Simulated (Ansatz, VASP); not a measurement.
PtSe2: VASP beside Ansatz

```xyz
3
Lattice="3.7240 0.0000 0.0000 -1.8620 3.2251 0.0000 0.0000 0.0000 5.0620" Properties=species:S:1:pos:R:3 pbc="T T T"
Pt    0.0000    0.0000    0.0000
Se    1.8620    1.0750    3.7965
Se    0.0000    2.1501    1.2655
```

Alike in both runs: functional PBE; k mesh 6 × 6 × 4; occupations fermi-dirac, width 0.05 eV; non-collinear spin, spin-orbit coupling.

|  | VASP | Ansatz |
| --- | --- | --- |
| version | VASP 6.6.1 | Ansatz 0.2.0 |
| potentials or method | VASP PAW PBE potentials, release 64 (Pt, Se) | Ansatz PAW |
| plane-wave cutoff (eV) | 520 | 420 |
| valence electrons in the cell | 22 | 50 |
| task | single point | band structure |

|  | VASP | Ansatz | Ansatz less VASP |
| --- | --- | --- | --- |
| pressure (GPa) | 7.5 | 7.4 | -0.10 |
| traceless stress, the component that is largest in VASP (GPa) | -1.19 | -1.14 | +0.055 |
| rms of the force components (eV/Å) | 0.289 | 0.276 | -0.0128 |
| net moment per atom (μB) | 0.00 | 0.00 | 0.000 |

Atom by atom the forces differ by 0.013 eV/Å (rms over components). VASP's potentials hold 22 valence electrons a cell and Ansatz's 50, so a difference there can come from the potentials and not from the codes.
